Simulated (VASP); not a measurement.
Runs of VASP 6.6.1 on ScAl3. The structure is that of space group I4/mmm (No. 139), or close to it. The cells are those of the table. 

```tsv
cell	further INCAR settings	gap on the mesh (eV)	pressure (GPa)
a = 5.142 Å, angles 136.2, 136.2, 63.6°, 4 atoms	ALGO = Fast; EDIFF = 1e-06; NBANDS = 18	none	8.9
a = 5.157 Å, angles 135.9, 135.9, 64.1°, 4 atoms	ALGO = Fast; EDIFF = 1e-07; NBANDS = 18	none	6.4
a = 5.172 Å, angles 135.6, 135.6, 64.7°, 4 atoms	ALGO = Fast; EDIFF = 1e-06; NBANDS = 18	none	(a)
a = 5.187 Å, angles 135.2, 135.2, 65.2°, 4 atoms	ALGO = Fast; EDIFF = 1e-06; NBANDS = 18	none	2.0
```

Alike in all rows: task single point; level PBEsol; potentials or basis VASP PAW PBE potentials, release 64 (Sc_sv, Al); no spin polarisation; k mesh 16 × 16 × 16; cutoff (eV) 520; smearing gaussian 0.15 eV.

Task: Fill in the values left out.

Result: (a) 4.1.

Caveats: the PAW data sets were made with another functional, which shifts forces and pressure a little; the stress differs along the axes, from 4 to 11 GPa (at least some runs); the stress differs along the axes, from 3 to 8 GPa (at least some runs); the cell stands under pressure (at least some runs).

A gap of «none» marks levels without a gap at the run's occupations.
